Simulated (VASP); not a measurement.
Input of a VASP 6.6.1 run:

INCAR

```
PREC = Accurate
ENCUT = 520
EDIFF = 1E-7
ISMEAR = 0
SIGMA = 0.02
LREAL = F
LASPH = T
NELM = 80
ALGO = Normal
ISIF = 2
LWAVE = F
LCHARG = F
GGA = PE
NBANDS = 46
```

Contents of KPOINTS:

```
Automatic mesh
0
Gamma
  6 6 6
```

The input POSCAR:

```
Al2InN3
1.0
    4.9165698135     -2.8275486720      0.0000000000
    4.9165698135      2.8275486720      0.0000000000
    0.0000000000      0.0000000000      5.2490743872
Al In N
4 2 6
Direct
    0.0084427086      0.3348641725      0.9917411822
    0.6651358275      0.9915572914      0.9917411822
    0.9915572914      0.6651358275      0.4917411822
    0.3348641725      0.0084427086      0.4917411822
    0.3220722962      0.6779277038      0.9869930315
    0.6779277038      0.3220722962      0.4869930315
    0.0367610679      0.3336262977      0.3556963910
    0.6663737023      0.9632389321      0.3556963910
    0.9632389321      0.6663737023      0.8556963910
    0.3336262977      0.0367610679      0.8556963910
    0.2982358752      0.7017641248      0.4061317922
    0.7017641248      0.2982358752      0.9061317922
```

Potentials or basis: VASP PAW PBE potentials, release 64 (Al, In_d, N).

Launch:

```bash
$ cat potpaw_PBE.64/Al/POTCAR potpaw_PBE.64/In_d/POTCAR potpaw_PBE.64/N/POTCAR > POTCAR
$ mpirun -np 1 vasp_std > vasp.out
```

(1) What does it give for the band gap on the k mesh?

(2) Predict the largest force.

(3) Predict the pressure.

## Answers

(1) 2.16 eV.

(2) 0.028 eV/Å.

(3) -0.1 GPa.

Caveat: spin-orbit coupling is left out, which moves the levels of the heavy elements.
